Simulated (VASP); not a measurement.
Set up this calculation in VASP 6.6.1, as the native input.

```
Task                               : band structure
Functional                         : HSE06
Potentials or basis                : VASP PAW PBE potentials, release 64 (Ba_sv, O)
Cutoff                             : 520 eV
k mesh                             : 6 × 6 × 6
Occupations                        : gaussian, width 0.02 eV
Spin                               : no spin polarisation
Grid for exact exchange (PRECFOCK) : Fast
Further INCAR settings             : ALGO = Normal; EDIFF = 1e-07; NBANDS = 15
Share of exact exchange            : 0.25
Screening parameter                : 0.2 1/Å
```

BaO:

```xyz
2
Lattice="0.0000 2.8066 2.8066 2.8066 0.0000 2.8066 2.8066 2.8066 0.0000" Properties=species:S:1:pos:R:3 pbc="T T T"
Ba    0.0000    0.0000    0.0000
O     2.8066    2.8066    2.8066
```

These files were run (other wordings do the same):

POSCAR

```
BaO                                     
1.0
    0.0000000000      2.8066082545      2.8066082545
    2.8066082545     -0.0000000000      2.8066082545
    2.8066082545      2.8066082545     -0.0000000000
  Ba              O             
     1     1
Direct
     0.0000000000000000    0.0000000000000000    0.0000000000000000
     0.5000000000000000    0.5000000000000000    0.5000000000000000
```

INCAR.step1

```
SYSTEM = BaO
  ALGO = Normal
  EDIFF = 1E-5
  ENCUT = 520
  GGA = PE
  ISIF = 2
  ISMEAR = 0
  KPAR = 4
  LASPH = .TRUE.
  LCHARG = .FALSE.
  LREAL = .FALSE.
  LWAVE = .TRUE.
  NBANDS = 15
  NELM = 60
  PREC = Accurate
  SIGMA = 0.02
```

INCAR.step2

```
SYSTEM = BaO
  ALGO = Normal
  EDIFF = 1E-7
  ENCUT = 520
  GGA = PE
  HFSCREEN = 0.2
  ISIF = 2
  ISMEAR = 0
  ISTART = 1
  KPAR = 4
  LASPH = .TRUE.
  LCHARG = .FALSE.
  LHFCALC = .TRUE.
  LREAL = .FALSE.
  LWAVE = .FALSE.
  NBANDS = 15
  NELM = 60
  PREC = Accurate
  PRECFOCK = Fast
  SIGMA = 0.02
```

KPOINTS

```
k-points
0
G
  6 6 6
  0 0 0
```

KPOINTS_OPT

```
path GXWKGLUWLK,UX
10
line-mode
reciprocal
 0.0000000000  0.0000000000  0.0000000000  G
 0.5000000000  0.0000000000  0.5000000000  X

 0.5000000000  0.0000000000  0.5000000000  X
 0.5000000000  0.2500000000  0.7500000000  W

 0.5000000000  0.2500000000  0.7500000000  W
 0.3750000000  0.3750000000  0.7500000000  K

 0.3750000000  0.3750000000  0.7500000000  K
 0.0000000000  0.0000000000  0.0000000000  G

 0.0000000000  0.0000000000  0.0000000000  G
 0.5000000000  0.5000000000  0.5000000000  L

 0.5000000000  0.5000000000  0.5000000000  L
 0.6250000000  0.2500000000  0.6250000000  U

 0.6250000000  0.2500000000  0.6250000000  U
 0.5000000000  0.2500000000  0.7500000000  W

 0.5000000000  0.2500000000  0.7500000000  W
 0.5000000000  0.5000000000  0.5000000000  L

 0.5000000000  0.5000000000  0.5000000000  L
 0.3750000000  0.3750000000  0.7500000000  K

 0.6250000000  0.2500000000  0.6250000000  U
 0.5000000000  0.0000000000  0.5000000000  X
```

Potentials or basis: VASP PAW PBE potentials, release 64 (Ba_sv, O).

Run with:

```sh
$ cat potpaw_PBE.64/Ba_sv/POTCAR potpaw_PBE.64/O/POTCAR > POTCAR
$ cp INCAR.step1 INCAR
$ mpirun -np 4 vasp_std > vasp.out
$ cp INCAR.step2 INCAR
$ mpirun -np 4 vasp_std > vasp.out
```

It gave:

```yaml
Pressure: -1.6 GPa
Band_gap_on_the_k_mesh: 3.40 eV
Band_gap_along_the_path: 3.40 eV
```

Caveat: the PAW data sets were made with another functional, which shifts forces and pressure a little; spin-orbit coupling is left out, which moves the levels of the heavy elements.

Wall time 18 min on 4 MPI ranks on Intel(R) Xeon(R) 6975P-C (Granite Rapids) (shared host), peak memory 0.37 GiB a rank.
